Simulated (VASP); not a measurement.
# Be3Ga2 (Pm-3m) in VASP: notebook

Be3Ga2 is run at these levels: PBE; tasks: single point, relaxation of cell and atoms.

Program: VASP 6.6.1. These are calculated values, not measurements. Logs are shortened: lines on timing, memory, paths and dates and some standing lists are left out, and cuts for length are marked.

### 1 The cell of the first run

The structure is cubic, space group Pm-3m (No. 221). The conventional cell has a = 4.277 Å, b = 4.277 Å, c = 4.277 Å, α = 90.00°, β = 90.00°, γ = 90.00°. Be (site symmetry 4/mmm) has 2 Ga at 2.14 Å within 2.8 Å. Ga (site symmetry m-3m) has 6 Be at 2.14 Å within 2.8 Å. Within 4.0 Å of Ga (site symmetry m-3m) lie 12 Be at 3.02 Å and 8 Ga at 3.70 Å.

### 2 Single point, PBE

Contents of INCAR:

```
PREC = Accurate
ENCUT = 600
EDIFF = 1E-6
ISMEAR = 0
SIGMA = 0.1
LREAL = False
LASPH = True
NELM = 120
ALGO = Normal
ISIF = 2
LWAVE = False
LCHARG = False
GGA = PE
NBANDS = 24
GGA_COMPAT = False
```

Contents of KPOINTS:

```
regular mesh
0
Gamma
  10 10 10
```

Contents of POSCAR:

```
Be3Ga2
1.0
    4.2773059708      0.0000000000      0.0000000000
    0.0000000000      4.2773059708      0.0000000000
    0.0000000000      0.0000000000      4.2773059708
Be Ga
3 2
Direct
    0.5000000000      0.0000000000      0.0000000000
    0.0000000000      0.5000000000      0.0000000000
    0.0000000000      0.0000000000      0.5000000000
    0.0000000000      0.0000000000      0.0000000000
    0.5000000000      0.5000000000      0.5000000000
```

Potentials or basis: VASP PAW PBE potentials, release 64 (Be, Ga_d).

Command:

```sh
$ cat potpaw_PBE.64/Be/POTCAR potpaw_PBE.64/Ga_d/POTCAR > POTCAR
$ mpirun -np 1 vasp_std > vasp.out
```

OUTCAR:

```text
PREC = Accurate
   ENCUT = 600
   EDIFF = 1E-6
   ISMEAR = 0
   LREAL = False
   LASPH = True
   NELM = 120
   ISIF = 2
   GGA = PE

 ion  position               nearest neighbor table
   1  0.500  0.000  0.000-   4 2.14   4 2.14
   2  0.000  0.500  0.000-   4 2.14   4 2.14
   3  0.000  0.000  0.500-   4 2.14   4 2.14
   4  0.000  0.000  0.000-   1 2.14   2 2.14   3 2.14   3 2.14   2 2.14   1 2.14
   5  0.500  0.500  0.500-

  LATTYP: Found a simple cubic cell.
 ALAT       =     4.2773059708

  Lattice vectors:

 A1 = (   4.2773059708,   0.0000000000,   0.0000000000)
 A2 = (   0.0000000000,   4.2773059708,   0.0000000000)
 A3 = (   0.0000000000,   0.0000000000,   4.2773059708)

Analysis of symmetry for initial positions (statically):
=====================================================================
 Subroutine PRICEL returns:
 Original cell was already a primitive cell.

 Routine SETGRP: Setting up the symmetry group for a
 simple cubic supercell.

 Subroutine GETGRP returns: Found 48 space group operations
 (whereof 48 operations were pure point group operations)
 out of a pool of 48 trial point group operations.

The static configuration has the point symmetry O_h .

Analysis of symmetry for dynamics (positions and initial velocities):
=====================================================================
 Subroutine PRICEL returns:
 Original cell was already a primitive cell.

 Routine SETGRP: Setting up the symmetry group for a
 simple cubic supercell.

 Subroutine GETGRP returns: Found 48 space group operations
 (whereof 48 operations were pure point group operations)
 out of a pool of 48 trial point group operations.

The dynamic configuration has the point symmetry O_h .

 Subroutine INISYM returns: Found 48 space group operations
 (whereof 48 operations are pure point group operations),
 and found     1 'primitive' translations

----------------------------------------------------------------------------------------

                                     Primitive cell

  volume of cell :      78.2548

  direct lattice vectors                    reciprocal lattice vectors
     4.277305971  0.000000000  0.000000000     0.233792019  0.000000000  0.000000000
     0.000000000  4.277305971  0.000000000     0.000000000  0.233792019  0.000000000
     0.000000000  0.000000000  4.277305971     0.000000000  0.000000000  0.233792019

  length of vectors
     4.277305971  4.277305971  4.277305971     0.233792019  0.233792019  0.233792019

  position of ions in fractional coordinates (direct lattice)
     0.500000000  0.000000000  0.000000000
     0.000000000  0.500000000  0.000000000
     0.000000000  0.000000000  0.500000000
     0.000000000  0.000000000  0.000000000
     0.500000000  0.500000000  0.500000000

  ion indices of the primitive-cell ions
   primitive index   ion index
                 1           1
                 2           2
                 3           3
                 4           4
                 5           5

----------------------------------------------------------------------------------------

 KPOINTS: regular mesh

Automatic generation of k-mesh.
 Grid dimensions read from file:
 generate k-points for:   10   10   10

 Generating k-lattice:

  Cartesian coordinates                     Fractional coordinates (reciprocal lattice)
     0.023379202  0.000000000  0.000000000     0.100000000  0.000000000  0.000000000
     0.000000000  0.023379202  0.000000000     0.000000000  0.100000000  0.000000000
     0.000000000  0.000000000  0.023379202     0.000000000  0.000000000  0.100000000

  Length of vectors
     0.023379202  0.023379202  0.023379202

  Shift w.r.t. Gamma in fractional coordinates (k-lattice)
     0.000000000  0.000000000  0.000000000

 Subroutine IBZKPT returns following result:
 ===========================================

 Found     56 irreducible k-points:

 Following reciprocal coordinates:
            Coordinates               Weight
  0.000000  0.000000  0.000000      1.000000
  0.100000  0.000000  0.000000      6.000000
  0.200000  0.000000  0.000000      6.000000
  0.300000  0.000000  0.000000      6.000000
  0.400000  0.000000  0.000000      6.000000
  0.500000  0.000000  0.000000      3.000000
[... 16 lines left out ...]
  0.200000  0.100000  0.100000     24.000000
  0.300000  0.100000  0.100000     24.000000
 [... further k-points ...]
   k-points           NKPTS =     56   k-points in BZ     NKDIM =     56   number of bands    NBANDS=     24
   number of dos      NEDOS =    301   number of ions     NIONS =      5
   total plane-waves  NPLWV =  46656
   dimension x,y,z NGX =    36 NGY =   36 NGZ =   36
   dimension x,y,z NGXF=    72 NGYF=   72 NGZF=   72
   ions per type =               3   2
   NGX,Y,Z   is equivalent  to a cutoff of  13.99, 13.99, 13.99 a.u.
   NGXF,Y,Z  is equivalent  to a cutoff of  27.98, 27.98, 27.98 a.u.
 SYSTEM =  unknown system
   PREC   = accura    normal or accurate (medium, high low for compatibility)
   ISTART =      0    job   : 0-new  1-cont  2-samecut
   ICHARG =      2    charge: 1-file 2-atom 10-const
   ISPIN  =      1    spin polarized calculation?
   LNONCOLLINEAR =      F non collinear calculations
   LSORBIT =      F    spin-orbit coupling
   LASPH  =      T    aspherical Exc in radial PAW
   ENCUT  =  600.0 eV  44.10 Ry    6.64 a.u.   8.54  8.54  8.54*2*pi/ulx,y,z
   NELM   =    120;   NELMIN=  2; NELMDL= -5     # of ELM steps
   EDIFF  = 0.1E-05   stopping-criterion for ELM
   LREAL  =      F    real-space projection
[... 7 lines left out ...]
   TEBEG  =    0.0;   TEEND  =   0.0 temperature during run
   PSTRESS=    0.0 pullay stress
   NELECT =      32.0000    total number of electrons
   NUPDOWN=      -1.0000    fix difference up-down
   EMIN   =  10.00;   EMAX   =-10.00  energy-range for DOS
   EFERMI =   0.00;   METHOD = LEGACY
   ISMEAR =     0;   SIGMA  =   0.10  broadening in eV -4-tet -1-fermi 0-gaus
   EFERMI_NEDOS =   21; number of points for ismear=-14 and -15
   IALGO  =     38    algorithm
   IMIX   =      4    mixing-type and parameters
     AMIX     =   0.40;   BMIX     =  1.00
     AMIX_MAG =   1.60;   BMIX_MAG =  1.00
  volume/ion in A,a.u.               =      15.65       105.62
  Fermi-wavevector in a.u.,A,eV,Ry     =   1.215126  2.296254 20.089413  1.476530
  Thomas-Fermi vector in A             =   2.350523
   LORBIT       =      0    0 simple, 1 ext, 2 COOP (PROOUT), +10 PAW based schemes
   GGA     = PE    functional components
   LHFCALC =     F    Hartree Fock is set to
   AEXX    =    0.0000 exact exchange contribution
   IVDW    =     0    specifies the selected vdW correction
   LEPSILON=     F    determine dielectric tensor
   LRPA    =     F    only Hartree local field effects (RPA)
 non-spin polarized calculation
 Gauss-broadening in eV      SIGMA  =   0.10
  energy-cutoff  :      600.00
  volume of cell :       78.25
 maximum number of plane-waves:      2632
 NGX is ok and might be reduce to    36
   NGX = 17   NGY = 17   NGZ = 17

 number of electron      32.0000016 magnetization

 Free energy of the ion-electron system (eV)
  ---------------------------------------------------
  ext. energy  EPLUGINS =         0.00000000
  ---------------------------------------------------
  free energy    TOTEN  =       -13.02253336 eV

  energy without entropy =      -13.01293968  energy(sigma->0) =      -13.01773652

 E-fermi :   4.4104     XC(G=0):  -9.8096

 val. band max:        4.4039122746   @ k =   0.4000   0.4000   0.1000
 cond. band min:       4.4493116182   @ k =   0.5000   0.4000   0.1000
 fundamental gap:      0.0453993436
 Fermi energy:         4.4103753012

 k-point     1 :       0.0000    0.0000    0.0000
  band No.  band energies     occupation
      1     -10.9340      2.00000
      2     -10.9340      2.00000
      3     -10.7775      2.00000
      4     -10.7775      2.00000
      5     -10.7775      2.00000
      6     -10.4173      2.00000
[... 16 lines left out ...]
     23       8.6185      0.00000
     24      11.0646      0.00000

 k-point     2 :       0.1000    0.0000    0.0000
  band No.  band energies     occupation
      1     -10.9348      2.00000
      2     -10.9338      2.00000
      3     -10.7782      2.00000
      4     -10.7782      2.00000
      5     -10.7773      2.00000
      6     -10.4174      2.00000
[... 16 lines left out ...]
     23       8.4616      0.00000
     24      11.2935      0.00000

 k-point     3 :       0.2000    0.0000    0.0000
  band No.  band energies     occupation
      1     -10.9368      2.00000
      2     -10.9332      2.00000
      3     -10.7801      2.00000
      4     -10.7801      2.00000
      5     -10.7768      2.00000
      6     -10.4176      2.00000
[... 16 lines left out ...]
     23       8.4053      0.00000
     24      11.6896      0.00000

 k-point     4 :       0.3000    0.0000    0.0000
  band No.  band energies     occupation
      1     -10.9393      2.00000
      2     -10.9325      2.00000
      3     -10.7825      2.00000
      4     -10.7825      2.00000
      5     -10.7761      2.00000
      6     -10.4179      2.00000
[... 16 lines left out ...]
     23       8.6083      0.00000
     24      11.8447      0.00000

 k-point     5 :       0.4000    0.0000    0.0000
  band No.  band energies     occupation
      1     -10.9414      2.00000
      2     -10.9319      2.00000
      3     -10.7844      2.00000
      4     -10.7844      2.00000
      5     -10.7756      2.00000
      6     -10.4182      2.00000
[... 451 lines left out ...]
 k-point    22 :       0.1000    0.1000    0.1000
  band No.  band energies     occupation
      1     -10.9349      2.00000
      2     -10.9349      2.00000
      3     -10.7792      2.00000
      4     -10.7792      2.00000
      5     -10.7783      2.00000
      6     -10.4158      2.00000
[... 16 lines left out ...]
     23       8.8230      0.00000
     24      11.1783      0.00000

 k-point    23 :       0.2000    0.1000    0.1000
  band No.  band energies     occupation
      1     -10.9370      2.00000
      2     -10.9344      2.00000
      3     -10.7811      2.00000
      4     -10.7811      2.00000
      5     -10.7784      2.00000
      6     -10.4160      2.00000
[... 16 lines left out ...]
     23       8.7891      0.00000
     24      10.8056      0.00000

 k-point    24 :       0.3000    0.1000    0.1000
  band No.  band energies     occupation
      1     -10.9395      2.00000
      2     -10.9338      2.00000
      3     -10.7839      2.00000
      4     -10.7836      2.00000
      5     -10.7781      2.00000
      6     -10.4161      2.00000
[... 16 lines left out ...]
     23       8.8220      0.00000
     24      10.1635      0.00000

 [... further k-points ...]
[... 5 lines left out ...]
  --------------------------------------------------------------------------------------
  -------------------------------------------------------------------------------------
  Total        0.0151671      0.0151671      0.0151671      0.0000000      0.0000000      0.0000000
  in kB        0.3105284      0.3105284      0.3105284      0.0000000      0.0000000      0.0000000
  external PRESSURE =       0.3105284 kB  Pullay stress =       0.0000000 kB

 VOLUME and BASIS-vectors are now :
 -----------------------------------------------------------------------------
  energy-cutoff  :      600.00
  volume of cell :       78.25
      direct lattice vectors                 reciprocal lattice vectors
     4.277305971  0.000000000  0.000000000     0.233792019  0.000000000  0.000000000
     0.000000000  4.277305971  0.000000000     0.000000000  0.233792019  0.000000000
     0.000000000  0.000000000  4.277305971     0.000000000  0.000000000  0.233792019

 POSITION                                       TOTAL-FORCE (eV/Angst)
 -----------------------------------------------------------------------------------
      2.13865      0.00000      0.00000         0.000000      0.000000      0.000000
      0.00000      2.13865      0.00000         0.000000      0.000000      0.000000
      0.00000      0.00000      2.13865         0.000000      0.000000      0.000000
      0.00000      0.00000      0.00000         0.000000      0.000000      0.000000
      2.13865      2.13865      2.13865         0.000000      0.000000      0.000000
 -----------------------------------------------------------------------------------
    total drift:                                0.000000      0.000000      0.000000

  FREE ENERGIE OF THE ION-ELECTRON SYSTEM (eV)
  ---------------------------------------------------
  free  energy   TOTEN  =       -13.0225333633 eV

  energy  without entropy=      -13.0129396769  energy(sigma->0) =      -13.01773652
```

It took 36 s on 1 thread of Intel Xeon 6975P-C (Granite Rapids), shared host; peak memory 0.26 GiB.

Results:

```yaml
Free_energy: -13.0225 eV
Pressure: 0.0 GPa
Band_gap_on_the_k_mesh: zero (band 16 reaches 6.31 eV, above the bottom of band 17 at 1.40 eV)
```

(Continued in part 2 of 2.)
